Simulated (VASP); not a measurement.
# TeS2 (CdI2 type) (P-3m1) in VASP: notebook

Runs on TeS2 (CdI2 type). Level: PBE. Tasks: single point, relaxation of cell and atoms.

All numbers are computed with VASP 6.6.1; they aren't measurements. Logs are shortened: lines on timing, memory, paths and dates and some standing lists are left out, and cuts for length are marked.

### 1 The cell of the first run

It takes space group P-3m1 (No. 164, trigonal). Conventional cell: a = 3.834 Å, b = 3.834 Å, c = 6.753 Å, α = 90.00°, β = 90.00°, γ = 120.00°. Te (site symmetry -3m) has 6 S at 2.70 Å within 3.6 Å. S (site symmetry 3m) has 3 Te at 2.70 Å within 3.6 Å.

### 2 Single point, PBE

INCAR

```
SYSTEM = TeS2
  PREC = Accurate
  ENCUT = 520
  EDIFF = 1E-6
  ISMEAR = -1
  SIGMA = 0.08
  LREAL = .False.
  LASPH = .True.
  NELM = 100
  ALGO = Normal
  ISIF = 2
  LWAVE = .False.
  LCHARG = .False.
  GGA = PE
  NBANDS = 16
```

KPOINTS

```
regular mesh
0
Gamma
  11 11 6
  0 0 0
```

POSCAR

```
TeS2
1.0
    3.8344860052      0.0000000000      0.0000000000
   -1.9172430026      3.3207622909      0.0000000000
    0.0000000000      0.0000000000      6.7530907526
Te S
1 2
Direct
    0.0000000000      0.0000000000      0.0000000000
    0.3333333333      0.6666666667      0.2285103528
    0.6666666667      0.3333333333      0.7714896472
```

Potentials or basis: VASP PAW PBE potentials, release 64 (Te, S).

Run with:

```
cat potpaw_PBE.64/Te/POTCAR potpaw_PBE.64/S/POTCAR > POTCAR
mpirun -np 1 vasp_std > vasp.out
```

OUTCAR:

```text
SYSTEM = TeS2
   PREC = Accurate
   ENCUT = 520
   EDIFF = 1E-6
   ISMEAR = -1
   LREAL = .False.
   LASPH = .True.
   NELM = 100
   ISIF = 2
   GGA = PE

 ion  position               nearest neighbor table
   1  0.000  0.000  0.000-   2 2.70   3 2.70   2 2.70   3 2.70   3 2.70   2 2.70
   2  0.333  0.667  0.229-   1 2.70   1 2.70   1 2.70
   3  0.667  0.333  0.771-   1 2.70   1 2.70   1 2.70

  LATTYP: Found a hexagonal cell.
 ALAT       =     3.8344860052
 C/A-ratio  =     1.7611462771

  Lattice vectors:

 A1 = (   3.8344860052,   0.0000000000,   0.0000000000)
 A2 = (  -1.9172430026,   3.3207622909,   0.0000000000)
 A3 = (   0.0000000000,   0.0000000000,   6.7530907526)

Analysis of symmetry for initial positions (statically):
=====================================================================
 Subroutine PRICEL returns:
 Original cell was already a primitive cell.

 Routine SETGRP: Setting up the symmetry group for a
 hexagonal supercell.

 Subroutine GETGRP returns: Found 12 space group operations
 (whereof 12 operations were pure point group operations)
 out of a pool of 24 trial point group operations.

The static configuration has the point symmetry D_3d.

Analysis of symmetry for dynamics (positions and initial velocities):
=====================================================================
 Subroutine PRICEL returns:
 Original cell was already a primitive cell.

 Routine SETGRP: Setting up the symmetry group for a
 hexagonal supercell.

 Subroutine GETGRP returns: Found 12 space group operations
 (whereof 12 operations were pure point group operations)
 out of a pool of 24 trial point group operations.

The dynamic configuration has the point symmetry D_3d.

 Subroutine INISYM returns: Found 12 space group operations
 (whereof 12 operations are pure point group operations),
 and found     1 'primitive' translations

----------------------------------------------------------------------------------------

                                     Primitive cell

  volume of cell :      85.9899

  direct lattice vectors                    reciprocal lattice vectors
     3.834486005  0.000000000  0.000000000     0.260791146  0.150567838  0.000000000
    -1.917243003  3.320762291  0.000000000     0.000000000  0.301135677  0.000000000
     0.000000000  0.000000000  6.753090753     0.000000000  0.000000000  0.148080344

  length of vectors
     3.834486005  3.834486005  6.753090753     0.301135677  0.301135677  0.148080344

  position of ions in fractional coordinates (direct lattice)
     0.000000000  0.000000000  0.000000000
     0.333333333  0.666666667  0.228510353
     0.666666667  0.333333333  0.771489647

  ion indices of the primitive-cell ions
   primitive index   ion index
                 1           1
                 2           2
                 3           3

----------------------------------------------------------------------------------------

 KPOINTS: regular mesh

Automatic generation of k-mesh.
 Grid dimensions read from file:
 generate k-points for:   11   11    6

 Generating k-lattice:

  Cartesian coordinates                     Fractional coordinates (reciprocal lattice)
     0.023708286  0.013687985  0.000000000     0.090909091  0.000000000  0.000000000
     0.000000000  0.027375971  0.000000000     0.000000000  0.090909091  0.000000000
     0.000000000  0.000000000  0.024680057     0.000000000  0.000000000  0.166666667

  Length of vectors
     0.027375971  0.027375971  0.024680057

  Shift w.r.t. Gamma in fractional coordinates (k-lattice)
     0.000000000  0.000000000  0.000000000

 Subroutine IBZKPT returns following result:
 ===========================================

 Found     84 irreducible k-points:

 Following reciprocal coordinates:
            Coordinates               Weight
  0.000000  0.000000  0.000000      1.000000
  0.090909 -0.000000  0.000000      6.000000
  0.181818  0.000000  0.000000      6.000000
  0.272727 -0.000000  0.000000      6.000000
  0.363636 -0.000000  0.000000      6.000000
  0.454545  0.000000  0.000000      6.000000
[... 16 lines left out ...]
  0.000000  0.272727  0.166667      6.000000
  0.363636 -0.000000  0.166667      6.000000
 [... further k-points ...]
   k-points           NKPTS =     84   k-points in BZ     NKDIM =     84   number of bands    NBANDS=     16
   number of dos      NEDOS =    301   number of ions     NIONS =      3
   total plane-waves  NPLWV =  45000
   dimension x,y,z NGX =    30 NGY =   30 NGZ =   50
   dimension x,y,z NGXF=    60 NGYF=   60 NGZF=  100
   ions per type =               1   2
   NGX,Y,Z   is equivalent  to a cutoff of  13.01, 13.01, 12.31 a.u.
   NGXF,Y,Z  is equivalent  to a cutoff of  26.01, 26.01, 24.62 a.u.
 SYSTEM =  TeS2
   PREC   = accura    normal or accurate (medium, high low for compatibility)
   ISTART =      0    job   : 0-new  1-cont  2-samecut
   ICHARG =      2    charge: 1-file 2-atom 10-const
   ISPIN  =      1    spin polarized calculation?
   LNONCOLLINEAR =      F non collinear calculations
   LSORBIT =      F    spin-orbit coupling
   LASPH  =      T    aspherical Exc in radial PAW
   ENCUT  =  520.0 eV  38.22 Ry    6.18 a.u.   7.13  7.13 12.56*2*pi/ulx,y,z
   NELM   =    100;   NELMIN=  2; NELMDL= -5     # of ELM steps
   EDIFF  = 0.1E-05   stopping-criterion for ELM
   LREAL  =      F    real-space projection
   EDIFFG = 0.1E-04   stopping-criterion for IOM
   NSW    =      0    number of steps for IOM
   IBRION =     -1    ionic relax: 0-MD 1-quasi-New 2-CG
   NFREE  =      0    steps in history (QN), initial steepest desc. (CG)
   ISIF   =      2    stress and relaxation
   ISYM   =      2    0-nonsym 1-usesym 2-fastsym
   POTIM  = 0.5000    time-step for ionic-motion
   TEBEG  =    0.0;   TEEND  =   0.0 temperature during run
   PSTRESS=    0.0 pullay stress
   NELECT =      18.0000    total number of electrons
   NUPDOWN=      -1.0000    fix difference up-down
   EMIN   =  10.00;   EMAX   =-10.00  energy-range for DOS
   EFERMI =   0.00;   METHOD = LEGACY
   ISMEAR =    -1;   SIGMA  =   0.08  broadening in eV -4-tet -1-fermi 0-gaus
   EFERMI_NEDOS =   21; number of points for ismear=-14 and -15
   IALGO  =     38    algorithm
   IMIX   =      4    mixing-type and parameters
     AMIX     =   0.40;   BMIX     =  1.00
     AMIX_MAG =   1.60;   BMIX_MAG =  1.00
  volume/ion in A,a.u.               =      28.66       193.43
  Fermi-wavevector in a.u.,A,eV,Ry     =   0.972038  1.836885 12.855567  0.944857
  Thomas-Fermi vector in A             =   2.102304
   LORBIT       =      0    0 simple, 1 ext, 2 COOP (PROOUT), +10 PAW based schemes
   GGA     = PE    functional components
   LHFCALC =     F    Hartree Fock is set to
   AEXX    =    0.0000 exact exchange contribution
   IVDW    =     0    specifies the selected vdW correction
   LEPSILON=     F    determine dielectric tensor
   LRPA    =     F    only Hartree local field effects (RPA)
 non-spin polarized calculation
  energy-cutoff  :      520.00
  volume of cell :       85.99
 maximum number of plane-waves:      2331
 NGX is ok and might be reduce to    30
   NGX = 15   NGY = 15   NGZ = 25

 number of electron      18.0000000 magnetization

 Free energy of the ion-electron system (eV)
  ---------------------------------------------------
  ext. energy  EPLUGINS =         0.00000000
  ---------------------------------------------------
  free energy    TOTEN  =       -11.12461152 eV

  energy without entropy =      -11.12317725  energy(sigma->0) =      -11.12389438

 E-fermi :   3.6125     XC(G=0):  -8.4255

 val. band max:        3.2165826615   @ k =   0.0909   0.0909   0.5000
 cond. band min:       3.6915154294   @ k =   0.0000   0.0000   0.5000
 fundamental gap:      0.4749327679
 Fermi energy:         3.6124678674

 k-point     1 :       0.0000    0.0000    0.0000
  band No.  band energies     occupation
      1     -11.6290      2.00000
      2      -8.9881      2.00000
      3      -5.1698      2.00000
      4       0.8816      2.00000
      5       0.8816      2.00000
      6       1.5434      2.00000
[... 8 lines left out ...]
     15      10.6734      0.00000
     16      10.9173      0.00000

 k-point     2 :       0.0909   -0.0000    0.0000
  band No.  band energies     occupation
      1     -11.5378      2.00000
      2      -8.9431      2.00000
      3      -5.2713      2.00000
      4       0.2105      2.00000
      5       0.6454      2.00000
      6       1.1754      2.00000
[... 8 lines left out ...]
     15      10.8271      0.00000
     16      10.9860      0.00000

 k-point     3 :       0.1818    0.0000    0.0000
  band No.  band energies     occupation
      1     -11.2674      2.00000
      2      -8.8223      2.00000
      3      -5.6004      2.00000
      4      -0.7130      2.00000
      5       0.1890      2.00000
      6       0.4613      2.00000
[... 8 lines left out ...]
     15      11.0756      0.00000
     16      11.2506      0.00000

 k-point     4 :       0.2727   -0.0000    0.0000
  band No.  band energies     occupation
      1     -10.8292      2.00000
      2      -8.6771      2.00000
      3      -6.1602      2.00000
      4      -1.4528      2.00000
      5      -0.2472      2.00000
      6      -0.0938      2.00000
[... 8 lines left out ...]
     15      11.1722      0.00000
     16      11.9329      0.00000
[... 324 lines left out ...]
 k-point    22 :       0.2727   -0.0000    0.1667
  band No.  band energies     occupation
      1     -10.8241      2.00000
      2      -8.6959      2.00000
      3      -6.1367      2.00000
      4      -1.4847      2.00000
      5      -0.2455      2.00000
      6      -0.0906      2.00000
[... 8 lines left out ...]
     15      11.5168      0.00000
     16      11.9484      0.00000

 k-point    23 :       0.0000    0.2727    0.1667
  band No.  band energies     occupation
      1     -10.8251      2.00000
      2      -8.6880      2.00000
      3      -6.1603      2.00000
      4      -1.3920      2.00000
      5      -0.2400      2.00000
      6      -0.0167      2.00000
[... 8 lines left out ...]
     15      10.7806      0.00000
     16      11.8473      0.00000

 k-point    24 :       0.3636   -0.0000    0.1667
  band No.  band energies     occupation
      1     -10.2449      2.00000
      2      -8.6479      2.00000
      3      -6.7810      2.00000
      4      -2.0318      2.00000
      5      -0.5663      2.00000
      6      -0.3357      2.00000
[... 8 lines left out ...]
     15      12.2382      0.00000
     16      12.7333      0.00000

 [... further k-points ...]
[... 5 lines left out ...]
  --------------------------------------------------------------------------------------
  -------------------------------------------------------------------------------------
  Total       -0.1004159     -0.1004159     -0.0796954      0.0000000     -0.0000000      0.0000000
  in kB       -1.8709638     -1.8709638     -1.4848975      0.0000000     -0.0000000      0.0000000
  external PRESSURE =      -1.7422750 kB  Pullay stress =       0.0000000 kB

 VOLUME and BASIS-vectors are now :
 -----------------------------------------------------------------------------
  energy-cutoff  :      520.00
  volume of cell :       85.99
      direct lattice vectors                 reciprocal lattice vectors
     3.834486005  0.000000000  0.000000000     0.260791146  0.150567838  0.000000000
    -1.917243003  3.320762291  0.000000000     0.000000000  0.301135677  0.000000000
     0.000000000  0.000000000  6.753090753     0.000000000  0.000000000  0.148080344

 POSITION                                       TOTAL-FORCE (eV/Angst)
 -----------------------------------------------------------------------------------
      0.00000      0.00000      0.00000        -0.000000      0.000000      0.000000
     -0.00000      2.21384      1.54315         0.000000     -0.000000     -0.020472
      1.91724      1.10692      5.20994        -0.000000      0.000000      0.020472
 -----------------------------------------------------------------------------------
    total drift:                               -0.000000      0.000000     -0.000000

  FREE ENERGIE OF THE ION-ELECTRON SYSTEM (eV)
  ---------------------------------------------------
  free  energy   TOTEN  =       -11.1246115214 eV

  energy  without entropy=      -11.1231772455  energy(sigma->0) =      -11.12389438
```

It took 54 s on 1 thread of Intel Xeon 6975P-C (Granite Rapids), shared host; peak memory 0.26 GiB.

Results:

* Free energy: -11.1246 eV
* Pressure: -0.2 GPa
* Largest force: 0.020 eV/Å
* Band gap on the k mesh: 0.47 eV, indirect (least direct gap 0.93 eV)

Forces in eV/Å, atoms in the order of the input:
```
Te   0.000  0.000  0.000
S    0.000  0.000 -0.020
S    0.000  0.000  0.020
```

Caveat: spin-orbit coupling is left out, which moves the levels of the heavy elements; this functional lacks dispersion, which binds the layers, so the pressure and a relaxed spacing across them are unreliable. A hybrid or GW would open this gap; PBE tends to underestimate it.

### 3 Relaxation of cell and atoms, PBE

This run uses another cell than the first one, of 19.49 Å³/atom, 0.680 times its volume.

INCAR

```
SYSTEM = TeS2
PREC     = Accurate       ! precision mode
ENCUT    = 600            ! plane-wave cutoff, eV
EDIFF    = 1E-7           ! SCF threshold, eV
ISMEAR   = -1             ! smearing method
SIGMA    = 0.08           ! smearing width, eV
LREAL    = .False.        ! projectors in reciprocal space
LASPH    = .True.         ! aspherical terms in the spheres
NELM     = 60             ! most SCF steps
ALGO     = Normal         ! electronic algorithm
ISIF     = 3              ! what is computed and relaxed
LWAVE    = .False.        ! write WAVECAR
LCHARG   = .False.        ! write CHGCAR
GGA      = PE             ! functional
IBRION   = 2              ! ionic algorithm
NSW      = 100            ! ionic steps
EDIFFG   = -0.005         ! ionic threshold
```

KPOINTS

```
Automatic mesh
0
Gamma
  11 11 6
  0 0 0
```

POSCAR

```
TeS2
1.0
    3.4814299039      0.0000000000      0.0000000000
   -1.7407149519      3.0150067383      0.0000000000
    0.0000000000      0.0000000000      5.5702878462
Te S
1 2
Direct
    0.0000000000      0.0000000000      0.0000000000
    0.3333333333      0.6666666667      0.2500000000
    0.6666666667      0.3333333333      0.7500000000
```

Potentials or basis: VASP PAW PBE potentials, release 64 (Te, S).

Run with:

```
cat potpaw_PBE.64/Te/POTCAR potpaw_PBE.64/S/POTCAR > POTCAR
mpirun -np 1 vasp_std > vasp.out
```

OUTCAR:

```text
SYSTEM = TeS2
   PREC = Accurate
   ENCUT = 600
   EDIFF = 1E-7
   ISMEAR = -1
   LREAL = .False.
   LASPH = .True.
   NELM = 60
   ISIF = 3
   GGA = PE
   IBRION = 2
   NSW = 100
   EDIFFG = -0.005

 ion  position               nearest neighbor table
   1  0.000  0.000  0.000-   2 2.45   3 2.45   2 2.45   3 2.45   3 2.45   2 2.45
   2  0.333  0.667  0.250-   1 2.45   1 2.45   1 2.45
   3  0.667  0.333  0.750-   1 2.45   1 2.45   1 2.45

  LATTYP: Found a hexagonal cell.
 ALAT       =     3.4814299039
 C/A-ratio  =     1.6000000000

  Lattice vectors:

 A1 = (   3.4814299039,   0.0000000000,   0.0000000000)
 A2 = (  -1.7407149519,   3.0150067383,   0.0000000000)
 A3 = (   0.0000000000,   0.0000000000,   5.5702878462)

Analysis of symmetry for initial positions (statically):
=====================================================================
[... 1057 lines left out ...]
      5       0.5854      2.00000
      6       0.6672      2.00000
      7       3.2508      2.00000
      8       3.2568      2.00000
      9       3.7581      2.00000
     10       6.1264      0.00000
     11       7.0073      0.00000
     12       7.6093      0.00000
     13       9.3218      0.00000

 [... further k-points ...]

[... ionic steps 4 to 15 ...]

--------------------------------------- Ionic step       16  -------------------------------------------

 number of electron      18.0000000 magnetization

------------------------ aborting loop because EDIFF is reached ----------------------------------------
[... 69 lines left out ...]
--------------------------------------- Ionic step       18  -------------------------------------------

 number of electron      18.0000000 magnetization

 Free energy of the ion-electron system (eV)
  ---------------------------------------------------
  ext. energy  EPLUGINS =         0.00000000
  ---------------------------------------------------
  free energy    TOTEN  =       -11.12020370 eV

  energy without entropy =      -11.11878841  energy(sigma->0) =      -11.11949606

 E-fermi :   3.8096     XC(G=0):  -8.5379

 val. band max:        3.4140951328   @ k =   0.0909   0.0909   0.5000
 cond. band min:       3.8817025577   @ k =   0.0000   0.0000   0.5000
 fundamental gap:      0.4676074248
 Fermi energy:         3.8096166425
[... 414 lines left out ...]
  FREE ENERGIE OF THE ION-ELECTRON SYSTEM (eV)
  ---------------------------------------------------
  free  energy   TOTEN  =       -11.1202037035 eV

  energy  without entropy=      -11.1187884133  energy(sigma->0) =      -11.11949606

 reached required accuracy - stopping structural energy minimisation
```

CONTCAR:

```text
TeS2
   1.00000000000000
     3.8296411646135908    0.0000000000058368   -0.0000000000000001
    -1.9148205822467399    3.3165665359672531    0.0000000000000001
    -0.0000000000000000    0.0000000000000000    6.6370539715736268
  Te              S
     1     2
Direct
     0.0000000000000000    0.0000000000000000    0.0000000000000000
     0.3333333332999970    0.6666666667000030    0.2324230254286739
     0.6666666667000030    0.3333333332999970    0.7675769745713259

  0.00000000E+00  0.00000000E+00  0.00000000E+00
  0.00000000E+00  0.00000000E+00  0.00000000E+00
  0.00000000E+00  0.00000000E+00  0.00000000E+00
```

It took 5.6 min on 1 thread of Intel Xeon 6975P-C (Granite Rapids), shared host; peak memory 0.25 GiB.

Results:

- Free energy: -11.1202 eV
- Relaxed volume: 28.10 Å³/atom
- Relaxed cell: a = 3.830 Å, b = 3.830 Å, c = 6.637 Å, α = 90.00°, β = 90.00°, γ = 120.00°
- Space group after relaxing (to 0.05 Å): P-3m1 (No. 164)
- Energy gained by relaxing: 558.9 meV/atom
- Ionic steps: 18
- Pressure after relaxing: 0.0 GPa
- Band gap on the k mesh: 0.47 eV, indirect (least direct gap 0.88 eV)

Step by step:
| step | energy change (eV) | largest force (eV/Å) | pressure (GPa) | volume (Å³) |
| --- | --- | --- | --- | --- |
| 1 | 0.0000 | 3.3988 | 34.07 | 58.47 |
| 2 | -0.2336 | 1.9621 | -10.66 | 100.99 |
| 3 | -1.6336 | 0.4250 | -0.85 | 75.85 |
| 4 | -1.6380 | 0.3282 | -0.10 | 75.07 |
| 5 | -1.6386 | 0.2783 | 0.29 | 74.69 |
| 6 | -1.6478 | 0.2009 | 0.23 | 75.17 |
| 7 | -1.6535 | 0.0655 | 0.13 | 76.02 |
| 8 | -1.6535 | 0.0747 | 0.13 | 75.96 |
| 9 | -1.6558 | 0.0769 | 0.06 | 76.34 |
| 10 | -1.6616 | 0.0831 | -0.15 | 77.47 |
| 11 | -1.6689 | 0.0910 | -0.45 | 79.75 |
| 12 | -1.6736 | 0.0850 | -0.72 | 84.31 |
| 13 | -1.6756 | 0.0317 | -0.35 | 84.24 |
| 14 | -1.6764 | 0.0224 | 0.01 | 84.17 |
| 15 | -1.6764 | 0.0260 | 0.04 | 84.17 |
| 16 | -1.6765 | 0.0203 | 0.03 | 84.20 |
| 17 | -1.6766 | 0.0025 | 0.02 | 84.28 |
| 18 | -1.6766 | 0.0010 | 0.02 | 84.30 |

Final structure:
```
Te S
1.0
     3.82964    0.00000    0.00000
    -1.91482    3.31657    0.00000
     0.00000    0.00000    6.63705
Te S
1 2
Direct
  0.00000 0.00000 0.00000
  0.33333 0.66667 0.23242
  0.66667 0.33333 0.76758
```

Caveat: the volume moved by over 15 % at a fixed basis, so the end points are rough; spin-orbit coupling is left out, which moves the levels of the heavy elements; this functional lacks dispersion, which binds the layers, so the pressure and a relaxed spacing across them are unreliable. PBE gaps usually lie below the measured ones, often by a third to a half.
